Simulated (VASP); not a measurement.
Input of a VASP 6.6.1 run:

Contents of INCAR:

```
SYSTEM = FeNi
PREC = Accurate
ENCUT = 520
EDIFF = 1E-7
ISMEAR = 0
SIGMA = 0.15
LREAL = .False.
LASPH = .True.
NELM = 150
ALGO = Normal
ISIF = 2
LWAVE = .False.
LCHARG = .False.
ISPIN = 2
MAGMOM = 2.97 0.78
LORBIT = 11
LMAXMIX = 4
GGA = PS
NBANDS = 20
```

KPOINTS

```
regular mesh
0
Gamma
  18 18 14
  0 0 0
```

File POSCAR:

```
FeNi
1.0
    2.5330000000      0.0000000000      0.0000000000
    0.0000000000      2.5330000000      0.0000000000
    0.0000000000      0.0000000000      3.5820000000
Fe Ni
1 1
Direct
    0.0000000000      0.0000000000      0.0000000000
    0.5000000000      0.5000000000      0.5000000000
```

Potentials or basis: VASP PAW PBE potentials, release 64 (Fe, Ni).

Run with:

```console
$ cat potpaw_PBE.64/Fe/POTCAR potpaw_PBE.64/Ni/POTCAR > POTCAR
$ mpirun -np 1 vasp_std > vasp.out
```

(1) What does it give for the site moments?

(2) What does it give for the pressure?

Results:

(1) Fe +2.65; Ni +0.63 μB.

(2) -11.7 GPa.

Caveat: the cell stands under tension; the PAW data sets were made with another functional, which shifts forces and pressure a little.
